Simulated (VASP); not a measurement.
# Ag (Fmmm) in VASP: single point with PBE+D3(BJ)

Aim: the single point of Ag with PBE+D3(BJ).

Everything below comes from runs of VASP 6.6.1. Logs are shortened: lines on timing, memory, paths and dates and some standing lists are left out, and cuts for length are marked.

### 1 The cell of the first run

It takes space group Fmmm (No. 69, orthorhombic). The conventional cell has a = 6.280 Å, b = 6.312 Å, c = 7.595 Å, α = 90.00°, β = 90.00°, γ = 90.00°. Within 4.1 Å of Ag (site symmetry mm2) lie 6 Ag at 3.14 to 3.81 Å.

### 2 Single point, PBE+D3(BJ)

Contents of INCAR:

```
SYSTEM = Ag
  ALGO = Normal
  EDIFF = 1E-6
  ENCUT = 500
  GGA = PE
  GGA_COMPAT = .False.
  ISIF = 2
  ISMEAR = 0
  IVDW = 12
  LASPH = .True.
  LCHARG = .False.
  LREAL = .False.
  LWAVE = .False.
  NBANDS = 18
  NELM = 120
  PREC = Accurate
  SIGMA = 0.1
```

Contents of KPOINTS:

```
k-points
0
Gamma
  4 4 4
  0 0 0
```

Contents of POSCAR:

```
Ag
1.0
    0.0000000000      3.1559771700      3.7974911500
    3.1401881200      0.0000000000      3.7974911500
    3.1401881200      3.1559771700      0.0000000000
Ag
2
Direct
    0.2488485100      0.2488485100      0.7511514900
    0.7511514900      0.7511514900      0.2488485100
```

Potentials or basis: VASP PAW PBE potentials, release 64 (Ag).

Command:

```sh
> cat potpaw_PBE.64/Ag/POTCAR > POTCAR
> mpirun -np 1 vasp_std > vasp.out
```

OUTCAR:

```text
SYSTEM = Ag
   EDIFF = 1E-6
   ENCUT = 500
   GGA = PE
   ISIF = 2
   ISMEAR = 0
   IVDW = 12
   LASPH = .True.
   LREAL = .False.
   NELM = 120
   PREC = Accurate
 IVDW          = 12

 ion  position               nearest neighbor table
   1  0.249  0.249  0.751-   2 3.14   2 3.14   2 3.16   2 3.16
   2  0.751  0.751  0.249-   1 3.14   1 3.14   1 3.16   1 3.16

  LATTYP: Found a face centered orthorhombic cell.
 ALAT       =     6.2803762400
 B/A-ratio  =     1.0050280586
 C/A-ratio  =     1.2093196346

  Lattice vectors:

 A1 = (   0.0000000000,   3.1559771700,   3.7974911500)
 A2 = (   3.1401881200,   0.0000000000,   3.7974911500)
 A3 = (   3.1401881200,   3.1559771700,   0.0000000000)

Analysis of symmetry for initial positions (statically):
=====================================================================
 Subroutine PRICEL returns:
 Original cell was already a primitive cell.

 Routine SETGRP: Setting up the symmetry group for a
 face centered orthorhombic supercell.

 Subroutine GETGRP returns: Found  8 space group operations
 (whereof  8 operations were pure point group operations)
 out of a pool of  8 trial point group operations.

The static configuration has the point symmetry D_2h.

Analysis of symmetry for dynamics (positions and initial velocities):
=====================================================================
 Subroutine PRICEL returns:
 Original cell was already a primitive cell.

 Routine SETGRP: Setting up the symmetry group for a
 face centered orthorhombic supercell.

 Subroutine GETGRP returns: Found  8 space group operations
 (whereof  8 operations were pure point group operations)
 out of a pool of  8 trial point group operations.

The dynamic configuration has the point symmetry D_2h.

 Subroutine INISYM returns: Found  8 space group operations
 (whereof  8 operations are pure point group operations),
 and found     1 'primitive' translations

----------------------------------------------------------------------------------------

                                     Primitive cell

  volume of cell :      75.2690

  direct lattice vectors                    reciprocal lattice vectors
     0.000000000  3.155977170  3.797491150    -0.159226129  0.158429536  0.131665876
     3.140188120  0.000000000  3.797491150     0.159226129 -0.158429536  0.131665876
     3.140188120  3.155977170  0.000000000     0.159226129  0.158429536 -0.131665876

  length of vectors
     4.937725279  4.927648573  4.452075171     0.260362788  0.260362788  0.260362788

  position of ions in fractional coordinates (direct lattice)
     0.248848510  0.248848510  0.751151490
     0.751151490  0.751151490  0.248848510

  ion indices of the primitive-cell ions
   primitive index   ion index
                 1           1
                 2           2

----------------------------------------------------------------------------------------

 KPOINTS: k-points

Automatic generation of k-mesh.
 Grid dimensions read from file:
 generate k-points for:    4    4    4

 Generating k-lattice:

  Cartesian coordinates                     Fractional coordinates (reciprocal lattice)
    -0.039806532  0.039607384  0.032916469     0.250000000  0.000000000 -0.000000000
     0.039806532 -0.039607384  0.032916469     0.000000000  0.250000000  0.000000000
     0.039806532  0.039607384 -0.032916469    -0.000000000  0.000000000  0.250000000

  Length of vectors
     0.065090697  0.065090697  0.065090697

  Shift w.r.t. Gamma in fractional coordinates (k-lattice)
     0.000000000  0.000000000  0.000000000

 Subroutine IBZKPT returns following result:
 ===========================================

 Found     18 irreducible k-points:

 Following reciprocal coordinates:
            Coordinates               Weight
  0.000000  0.000000  0.000000      1.000000
  0.250000  0.000000 -0.000000      8.000000
  0.500000  0.000000 -0.000000      4.000000
  0.250000  0.250000  0.000000      2.000000
  0.500000  0.250000 -0.000000      8.000000
 -0.250000  0.250000 -0.000000      4.000000
[... 10 lines left out ...]
 -0.250000  0.250000  0.500000      2.000000
  0.000000  0.500000  0.500000      1.000000
   k-points           NKPTS =     18   k-points in BZ     NKDIM =     18   number of bands    NBANDS=     18
   number of dos      NEDOS =    301   number of ions     NIONS =      2
   total plane-waves  NPLWV =  41472
   dimension x,y,z NGX =    36 NGY =   36 NGZ =   32
   dimension x,y,z NGXF=    72 NGYF=   72 NGZF=   64
   ions per type =               2
   NGX,Y,Z   is equivalent  to a cutoff of  12.12, 12.15, 11.95 a.u.
   NGXF,Y,Z  is equivalent  to a cutoff of  24.24, 24.29, 23.90 a.u.
 SYSTEM =  Ag
   PREC   = accura    normal or accurate (medium, high low for compatibility)
   ISTART =      0    job   : 0-new  1-cont  2-samecut
   ICHARG =      2    charge: 1-file 2-atom 10-const
   ISPIN  =      1    spin polarized calculation?
   LNONCOLLINEAR =      F non collinear calculations
   LSORBIT =      F    spin-orbit coupling
   LASPH  =      T    aspherical Exc in radial PAW
   ENCUT  =  500.0 eV  36.75 Ry    6.06 a.u.   9.00  8.98  8.12*2*pi/ulx,y,z
   NELM   =    120;   NELMIN=  2; NELMDL= -5     # of ELM steps
   EDIFF  = 0.1E-05   stopping-criterion for ELM
   LREAL  =      F    real-space projection
   EDIFFG = 0.1E-04   stopping-criterion for IOM
   NSW    =      0    number of steps for IOM
   IBRION =     -1    ionic relax: 0-MD 1-quasi-New 2-CG
   NFREE  =      0    steps in history (QN), initial steepest desc. (CG)
   ISIF   =      2    stress and relaxation
   ISYM   =      2    0-nonsym 1-usesym 2-fastsym
   POTIM  = 0.5000    time-step for ionic-motion
   TEBEG  =    0.0;   TEEND  =   0.0 temperature during run
   PSTRESS=    0.0 pullay stress
   NELECT =      22.0000    total number of electrons
   NUPDOWN=      -1.0000    fix difference up-down
   EMIN   =  10.00;   EMAX   =-10.00  energy-range for DOS
   EFERMI =   0.00;   METHOD = LEGACY
   ISMEAR =     0;   SIGMA  =   0.10  broadening in eV -4-tet -1-fermi 0-gaus
   EFERMI_NEDOS =   21; number of points for ismear=-14 and -15
   IALGO  =     38    algorithm
   IMIX   =      4    mixing-type and parameters
     AMIX     =   0.40;   BMIX     =  1.00
     AMIX_MAG =   1.60;   BMIX_MAG =  1.00
  volume/ion in A,a.u.               =      37.63       253.97
  Fermi-wavevector in a.u.,A,eV,Ry     =   1.086451  2.053095 16.059999  1.180377
  Thomas-Fermi vector in A             =   2.222588
   LORBIT       =      0    0 simple, 1 ext, 2 COOP (PROOUT), +10 PAW based schemes
   GGA     = PE    functional components
   LHFCALC =     F    Hartree Fock is set to
   AEXX    =    0.0000 exact exchange contribution
   IVDW    =    12    specifies the selected vdW correction
   LEPSILON=     F    determine dielectric tensor
   LRPA    =     F    only Hartree local field effects (RPA)
 non-spin polarized calculation
 Gauss-broadening in eV      SIGMA  =   0.10
  energy-cutoff  :      500.00
  volume of cell :       75.27
 maximum number of plane-waves:      1928
   NGX = 17   NGY = 17   NGZ = 17

 number of electron      22.0000002 magnetization

 Free energy of the ion-electron system (eV)
  ---------------------------------------------------
  ext. energy  EPLUGINS =         0.00000000
  ---------------------------------------------------
  free energy    TOTEN  =        -3.51813794 eV

  energy without entropy =       -3.51813794  energy(sigma->0) =       -3.51813794

 E-fermi :   1.1738     XC(G=0):  -7.9861

 val. band max:        0.7500052454   @ k =   0.5000  -0.2500   0.2500
 cond. band min:       1.6161990385   @ k =  -0.2500   0.2500  -0.0000
 fundamental gap:      0.8661937931
 Fermi energy:         1.1737553642

 k-point     1 :       0.0000    0.0000    0.0000
  band No.  band energies     occupation
      1      -2.9514      2.00000
      2      -2.8802      2.00000
      3      -2.7524      2.00000
      4      -2.3818      2.00000
      5      -2.3677      2.00000
      6      -2.2104      2.00000
[... 10 lines left out ...]
     17      10.5888      0.00000
     18      11.2904      0.00000

 k-point     2 :       0.2500    0.0000   -0.0000
  band No.  band energies     occupation
      1      -2.7585      2.00000
      2      -2.5763      2.00000
      3      -2.5739      2.00000
      4      -2.3147      2.00000
      5      -2.2638      2.00000
      6      -1.9040      2.00000
[... 10 lines left out ...]
     17      10.9495      0.00000
     18      11.1106      0.00000

 k-point     3 :       0.5000    0.0000   -0.0000
  band No.  band energies     occupation
      1      -2.2283      2.00000
      2      -2.2228      2.00000
      3      -2.2211      2.00000
      4      -2.2130      2.00000
      5      -2.1443      2.00000
      6      -2.1318      2.00000
[... 10 lines left out ...]
     17       9.5275      0.00000
     18       9.5428      0.00000

 k-point     4 :       0.2500    0.2500    0.0000
  band No.  band energies     occupation
      1      -2.9357      2.00000
      2      -2.8150      2.00000
      3      -2.7849      2.00000
      4      -2.2756      2.00000
      5      -2.2623      2.00000
      6      -1.7788      2.00000
[... 249 lines left out ...]
      4      -2.2588      2.00000
      5      -2.0715      2.00000
      6      -1.9767      2.00000
[... 10 lines left out ...]
     17      11.3807      0.00000
     18      13.0808      0.00000

 k-point    17 :      -0.2500    0.2500    0.5000
  band No.  band energies     occupation
      1      -2.7152      2.00000
      2      -2.6881      2.00000
      3      -2.4290      2.00000
      4      -2.4202      2.00000
      5      -1.9838      2.00000
      6      -1.9645      2.00000
[... 10 lines left out ...]
     17       9.9520      0.00000
     18       9.9824      0.00000

 k-point    18 :       0.0000    0.5000    0.5000
  band No.  band energies     occupation
      1      -2.7067      2.00000
      2      -2.6970      2.00000
      3      -2.5621      2.00000
      4      -2.2677      2.00000
      5      -2.0615      2.00000
      6      -1.9910      2.00000
[... 10 lines left out ...]
     17      11.4340      0.00000
     18      13.1030      0.00000

------------------------ aborting loop because EDIFF is reached ----------------------------------------

 Edisp (eV)   -0.51841

 E8    (eV) :    -0.2274

  FORCE on cell =-STRESS in cart. coord.  units (eV):
  Direction    XX          YY          ZZ          XY          YZ          ZX
  --------------------------------------------------------------------------------------
  -------------------------------------------------------------------------------------
  Total      -4.10814    -4.14998    -2.58807     0.00000     0.00000     0.00000
  in kB     -87.44600   -88.33645   -55.08976     0.00000     0.00000     0.00000
  external pressure =      -76.96 kB  Pullay stress =        0.00 kB

 VOLUME and BASIS-vectors are now :
 -----------------------------------------------------------------------------
  energy-cutoff  :      500.00
  volume of cell :       75.27
      direct lattice vectors                 reciprocal lattice vectors
     0.000000000  3.155977170  3.797491150    -0.159226129  0.158429536  0.131665876
     3.140188120  0.000000000  3.797491150     0.159226129 -0.158429536  0.131665876
     3.140188120  3.155977170  0.000000000     0.159226129  0.158429536 -0.131665876

 POSITION                                       TOTAL-FORCE (eV/Angst)
 -----------------------------------------------------------------------------------
      3.14019      3.15598      1.89000         0.000000      0.000000     -0.000620
      3.14019      3.15598      5.70498         0.000000      0.000000      0.000620
 -----------------------------------------------------------------------------------
    total drift:                                0.000000      0.000000      0.000000

  FREE ENERGIE OF THE ION-ELECTRON SYSTEM (eV)
  ---------------------------------------------------
  free  energy   TOTEN  =        -4.0365500953 eV

  energy  without entropy=       -4.0365500952  energy(sigma->0) =       -4.03655010
```

Wall time 31 s (1 thread of Intel Xeon 8259CL, shared host); peak memory 0.19 GiB.

What came out:

| Item | Value |
| --- | --- |
| Free energy | -4.0366 eV |
| Pressure | -7.7 GPa |
| Band gap on the k mesh | zero (bands 11 and 12 overlap by 2.15 eV) |
| Dispersion energy per atom | -0.259 eV |

Stress tensor (GPa, compression positive):
```
-8.74  0.00  0.00
 0.00 -8.83  0.00
 0.00  0.00 -5.51
```

Caveat: the k points lie up to 0.41 Å⁻¹ apart, too coarse for converged energies and pressures of a metal.

The gap in the log of VASP goes by the Fermi energy; the results here count the filled bands.